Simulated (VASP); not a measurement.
Crystal: Fe2O3.

```
Fe O
1.0
     2.51900    1.45435    4.59067
    -2.51900    1.45435    4.59067
     0.00000   -2.90869    4.59067
Fe O
4 6
Direct
  0.35530 0.35530 0.35530
  0.14470 0.14470 0.14470
  0.64470 0.64470 0.64470
  0.85530 0.85530 0.85530
  0.55590 0.25000 0.94410
  0.25000 0.94410 0.55590
  0.94410 0.55590 0.25000
  0.44410 0.75000 0.05590
  0.75000 0.05590 0.44410
  0.05590 0.44410 0.75000
```

* Program: VASP 6.6.1
* Task: relaxation of cell and atoms
* Functional: PBEsol
* Dispersion: D3(BJ)
* Potentials or basis: VASP PAW PBE potentials, release 64 (Fe, O)
* Cutoff: 600 eV
* k mesh: 7 × 7 × 7
* Occupations: fermi-dirac, width 0.05 eV
* Spin: collinear spin, ferromagnetic start
* Starting moments: [3.0, 3.0, 3.0, 3.0, 0.0, 0.0, 0.0, 0.0, 0.0, 0.0] μB

At the start: pressure -15.8 GPa; volume 10.09 Å³/atom.

Question: How do energy, volume and symmetry change on relaxing?

Answer: Over 16 steps the energy falls by 210.8 meV/atom and the volume is 8.37 Å³/atom (-17.1 %); space group R-3c (No. 167, to 0.1 Å) before and after; moment 4.00 μB per cell.

The path:
```
step  energy change (eV)  largest force (eV/Å)  pressure (GPa)  volume (Å³)
   1              0.0000                0.9847          -15.78       100.91
   2             -1.7943                1.0819          -10.28        87.08
   3              2.9871                1.8776          117.27        66.94
   4             -1.9120                1.0891           -1.76        84.41
   5             -1.9285                1.0330            2.95        83.12
   6             -2.0588                0.3895            3.51        82.96
   7             -2.0589                0.3837            3.43        82.97
   8             -2.0729                0.0729           -5.31        85.20
   9             -2.0892                0.1131           -1.73        84.25
  10             -2.1030                0.0788           -0.09        83.69
  11             -2.1033                0.0954            0.19        83.60
  12             -2.1070                0.0227            0.30        83.59
  13             -2.1075                0.0320            0.35        83.59
  14             -2.1075                0.0091           -0.56        83.83
  15             -2.1077                0.0168           -0.10        83.71
  16             -2.1078                0.0040            0.03        83.67
```

Final structure:
```cif
data_structure
_symmetry_space_group_name_H-M 'P 1'
_symmetry_Int_Tables_number 1
_cell_length_a 5.1575
_cell_length_b 5.1575
_cell_length_c 5.1575
_cell_angle_alpha 54.113
_cell_angle_beta 54.113
_cell_angle_gamma 54.113
_cell_volume 83.67
loop_
_atom_site_label
_atom_site_type_symbol
_atom_site_fract_x
_atom_site_fract_y
_atom_site_fract_z
_atom_site_occupancy
Fe1 Fe 0.34552 0.34552 0.34552 1
Fe2 Fe 0.15448 0.15448 0.15448 1
Fe3 Fe 0.65448 0.65448 0.65448 1
Fe4 Fe 0.84552 0.84552 0.84552 1
O1 O 0.56424 0.25000 0.93576 1
O2 O 0.25000 0.93576 0.56424 1
O3 O 0.93576 0.56424 0.25000 1
O4 O 0.43576 0.75000 0.06424 1
O5 O 0.75000 0.06424 0.43576 1
O6 O 0.06424 0.43576 0.75000 1
```

Caveat: the volume moved by over 15 % at a fixed basis, so the end points are rough; the PAW data sets were made with another functional, which shifts forces and pressure a little; only a ferromagnetic start was run, and an antiferromagnetic order may lie lower in energy.
